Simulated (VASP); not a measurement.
# CdI2 (P-3m1) in VASP: notebook, part 2 of 2

VASP 6.6.1. The steps go on from the part before.

## (4) Single point, PBE

Contents of INCAR:

```
SYSTEM = CdI2
ALGO = Normal
EDIFF = 1E-6
ENCUT = 500
GGA = PE
GGA_COMPAT = .False.
ISIF = 2
ISMEAR = 0
LASPH = .True.
LCHARG = .False.
LREAL = .False.
LWAVE = .False.
NBANDS = 20
NELM = 120
PREC = Accurate
SIGMA = 0.01
```

Contents of KPOINTS:

```
k-points
0
Gamma
  6 6 4
  0 0 0
```

Contents of POSCAR:

```
CdI2
1.0
    4.2483568959      0.0000000000      0.0000000000
   -2.1241784480      3.6791849962      0.0000000000
    0.0000000000      0.0000000000      6.8844152426
Cd I
1 2
Direct
    0.0000000000      0.0000000000      0.0000000000
    0.3333333333      0.6666666667      0.2495592317
    0.6666666667      0.3333333333      0.7504407683
```

Potentials or basis: VASP PAW PBE potentials, release 64 (Cd, I).

Command:

```console
$ cat potpaw_PBE.64/Cd/POTCAR potpaw_PBE.64/I/POTCAR > POTCAR
$ mpirun -np 1 vasp_std > vasp.out
```

OUTCAR:

```text
SYSTEM = CdI2
   EDIFF = 1E-6
   ENCUT = 500
   GGA = PE
   ISIF = 2
   ISMEAR = 0
   LASPH = .True.
   LREAL = .False.
   NELM = 120
   PREC = Accurate

 ion  position               nearest neighbor table
   1  0.000  0.000  0.000-   2 2.99   3 2.99   3 2.99   2 2.99   3 2.99   2 2.99
   2  0.333  0.667  0.250-   1 2.99   1 2.99   1 2.99
   3  0.667  0.333  0.750-   1 2.99   1 2.99   1 2.99

  LATTYP: Found a hexagonal cell.
 ALAT       =     4.2483568959
 C/A-ratio  =     1.6204889117

  Lattice vectors:
[... 741 lines left out ...]

  FORCE on cell =-STRESS in cart. coord.  units (eV):
  Direction    XX          YY          ZZ          XY          YZ          ZX
  --------------------------------------------------------------------------------------
  -------------------------------------------------------------------------------------
  Total        1.1729250      1.1729250      1.1222490     -0.0000000      0.0000000     -0.0000000
  in kB       17.4638966     17.4638966     16.7093720     -0.0000000      0.0000000     -0.0000000
  external PRESSURE =      17.2123884 kB  Pullay stress =       0.0000000 kB

 VOLUME and BASIS-vectors are now :
 -----------------------------------------------------------------------------
  energy-cutoff  :      500.00
  volume of cell :      107.61
      direct lattice vectors                 reciprocal lattice vectors
     4.248356896  0.000000000  0.000000000     0.235385121  0.135899663  0.000000000
    -2.124178448  3.679184996  0.000000000     0.000000000  0.271799325  0.000000000
     0.000000000  0.000000000  6.884415243     0.000000000  0.000000000  0.145255619

 POSITION                                       TOTAL-FORCE (eV/Angst)
 -----------------------------------------------------------------------------------
      0.00000      0.00000      0.00000         0.000000      0.000000      0.000000
     -0.00000      2.45279      1.71807        -0.000000      0.000000      0.092181
      2.12418      1.22639      5.16635         0.000000      0.000000     -0.092181
 -----------------------------------------------------------------------------------
    total drift:                               -0.000000     -0.000000      0.000000

  FREE ENERGIE OF THE ION-ELECTRON SYSTEM (eV)
  ---------------------------------------------------
  free  energy   TOTEN  =        -5.4924769031 eV

  energy  without entropy=       -5.4924769031  energy(sigma->0) =       -5.49247690
```

OSZICAR:

```text
N       E                     dE             d eps       ncg     rms          rms(c)
DAV:   1     0.155052931880E+03    0.15505E+03   -0.11292E+04   968   0.107E+03
DAV:   2     0.339659481760E+01   -0.15166E+03   -0.14635E+03  1144   0.245E+02
DAV:   3    -0.567979652724E+01   -0.90764E+01   -0.90450E+01  1128   0.594E+01
DAV:   4    -0.582491761363E+01   -0.14512E+00   -0.14510E+00  1272   0.717E+00
DAV:   5    -0.582634156226E+01   -0.14239E-02   -0.14239E-02  1160   0.716E-01    0.626E+00
DAV:   6    -0.551767001507E+01    0.30867E+00   -0.56007E-01  1024   0.752E+00    0.524E+00
DAV:   7    -0.549254798892E+01    0.25122E-01   -0.19178E-01  1072   0.267E+00    0.214E+00
DAV:   8    -0.549253415638E+01    0.13833E-04   -0.24527E-02  1084   0.167E+00    0.412E-01
DAV:   9    -0.549244359903E+01    0.90557E-04   -0.24910E-03  1112   0.522E-01    0.133E-01
DAV:  10    -0.549246736647E+01   -0.23767E-04   -0.29824E-04  1100   0.169E-01    0.372E-02
DAV:  11    -0.549247614665E+01   -0.87802E-05   -0.32504E-05  1104   0.476E-02    0.196E-02
DAV:  12    -0.549247690309E+01   -0.75644E-06   -0.36667E-06  1108   0.193E-02
   1 F= -.54924769E+01 E0= -.54924769E+01  d E =-.819270E-14
```

stdout:

```text
POSCAR found type information on POSCAR CdI
 POSCAR found :  2 types and       3 ions
 scaLAPACK will be used
 LDA part: xc-table for (Slater+PW92), standard interpolation
 POSCAR, INCAR and KPOINTS ok, starting setup
 FFT: planning ... GRIDC
 FFT: planning ... GRID_SOFT
 FFT: planning ... GRID
 WAVECAR not read
 entering main loop
```

Wall time 17 s (1 thread of Intel Xeon Platinum 8559C (Emerald Rapids), shared host); peak memory 0.23 GiB.

Results:

- Free energy: -5.4925 eV
- Pressure: 1.7 GPa
- Largest force: 0.092 eV/Å
- Band gap on the k mesh: 2.37 eV, indirect (least direct gap 2.60 eV)

Forces on the atoms (eV/Å):
```
Cd   0.000  0.000  0.000
I    0.000  0.000  0.092
I    0.000  0.000 -0.092
```

Levels at points of the mesh, in eV from the valence-band top:
```tsv
k point	band 9	band 10	band 11	band 12	band 13	band 14	band 15	band 16	band 17	band 18
(0.00, 0.00, 0.00)	-0.29	-0.29	-0.15	-0.15	-0.13	2.47	4.48	6.34	6.34	8.37
(0.50, 0.00, 0.00)	-2.73	-1.97	-1.50	-0.69	-0.12	2.66	5.01	5.95	6.51	7.56
(0.00, 0.00, 0.50)	-1.58	-0.41	-0.41	0.00	0.00	3.59	4.52	6.14	6.14	7.79
(0.50, 0.00, 0.50)	-3.16	-1.29	-1.20	-0.49	-0.44	2.37	4.94	5.83	6.62	7.27
```

Caveat: spin-orbit coupling is left out, which moves the levels of the heavy elements; this functional lacks dispersion, which binds the layers, so the pressure and a relaxed spacing across them are unreliable. A k mesh can miss the band edges.

## (5) Single point, r2SCAN

POSCAR is that of step 4.

Contents of INCAR.step1:

```
SYSTEM = CdI2
PREC     = Accurate       ! precision mode
ENCUT    = 550            ! plane-wave cutoff, eV
ISMEAR   = 0              ! smearing method
SIGMA    = 0.01           ! smearing width, eV
LREAL    = .FALSE.        ! projectors in reciprocal space
LASPH    = .TRUE.         ! aspherical terms in the spheres
NELM     = 120            ! most SCF steps
NBANDS   = 20             ! bands
GGA      = PE             ! functional
ALGO     = Normal         ! electronic algorithm
EDIFF    = 1E-5           ! SCF threshold, eV
LWAVE    = .TRUE.         ! write WAVECAR
LCHARG   = .FALSE.        ! write CHGCAR
GGA_COMPAT= .FALSE.
```

Contents of INCAR.step2:

```
SYSTEM = CdI2
PREC     = Accurate       ! precision mode
ENCUT    = 550            ! plane-wave cutoff, eV
EDIFF    = 1E-6           ! SCF threshold, eV
ISMEAR   = 0              ! smearing method
SIGMA    = 0.01           ! smearing width, eV
LREAL    = .FALSE.        ! projectors in reciprocal space
LASPH    = .TRUE.         ! aspherical terms in the spheres
NELM     = 120            ! most SCF steps
ALGO     = Normal         ! electronic algorithm
ISIF     = 2              ! what is computed and relaxed
LWAVE    = .FALSE.        ! write WAVECAR
LCHARG   = .FALSE.        ! write CHGCAR
METAGGA  = R2SCAN         ! meta-GGA
LMIXTAU  = .TRUE.       
NBANDS   = 20             ! bands
ISTART   = 1            
GGA_COMPAT= .FALSE.
```

Contents of KPOINTS:

```
regular mesh
0
G
  6 6 4
  0 0 0
```

Command:

```console
$ cat potpaw_PBE.64/Cd/POTCAR potpaw_PBE.64/I/POTCAR > POTCAR
$ cp INCAR.step1 INCAR
$ mpirun -np 1 vasp_std > vasp.out
$ cp INCAR.step2 INCAR
$ mpirun -np 1 vasp_std > vasp.out
```

Run time: 88 s. Hardware: 1 thread of Intel Xeon Platinum 8559C (Emerald Rapids), shared host; peak memory 0.26 GiB.

The run converged. Its results:

- Free energy: -71.3542 eV
- Pressure: 1.0 GPa
- Largest force: 0.022 eV/Å
- Band gap on the k mesh: 2.82 eV, indirect (least direct gap 3.15 eV)

Forces in eV/Å, atoms in the order of the input:
```
Cd   0.000  0.000  0.000
I    0.000  0.000  0.022
I    0.000  0.000 -0.022
```

Levels at points of the mesh, in eV from the valence-band top:
```
           k point  band 10  band 11  band 12  band 13  band 14  band 15  band 16  band 17
(0.00, 0.00, 0.00)    -0.29    -0.15    -0.15    -0.13     3.07     5.06     6.91     6.91
(0.50, 0.00, 0.00)    -1.99    -1.52    -0.68    -0.13     3.07     5.60     6.38     7.08
(0.00, 0.00, 0.50)    -0.42    -0.42     0.00     0.00     4.13     5.13     6.70     6.70
(0.50, 0.00, 0.50)    -1.31    -1.20    -0.49    -0.44     2.82     5.46     6.37     7.08
```

Caveat: the PAW data sets were made with another functional, which shifts forces and pressure a little; spin-orbit coupling is left out, which moves the levels of the heavy elements. r2SCAN opens gaps a little over a GGA but as a rule still falls short of measured ones.

## (6) The runs side by side

| level | cutoff (eV) | grid for exact exchange (PRECFOCK) | screening parameter | gap on the mesh (eV) | pressure (GPa) | largest force (eV/Å) |
| --- | --- | --- | --- | --- | --- | --- |
| HSE06 | 400 | Normal | 0.2079 1/Å | 3.34 | 0.6 | 0.06 |
| PBE | 500 | - | - | 2.37 | 1.7 | 0.09 |
| r2SCAN | 550 | - | - | 2.82 | 1.0 | 0.02 |

Alike in all rows: task single point; potentials or basis VASP PAW PBE potentials, release 64 (Cd, I); no spin polarisation; cell as given; k mesh 6 × 6 × 4; smearing gaussian 0.01 eV.

On the cell as given the gap runs from 2.37 eV (PBE) to 3.34 eV (HSE06). The pressure there spans 0.6 GPa (HSE06) to 1.7 GPa (PBE); a positive pressure means that this level wants a larger cell, a negative one a smaller.

Caveats: spin-orbit coupling is left out, which moves the levels of the heavy elements; the PAW data sets were made with another functional, which shifts forces and pressure a little (some runs); this functional lacks dispersion, which binds the layers, so the pressure and a relaxed spacing across them are unreliable (some runs).

Total energies depend on the potentials used, so only differences within one code and one set of settings carry meaning.
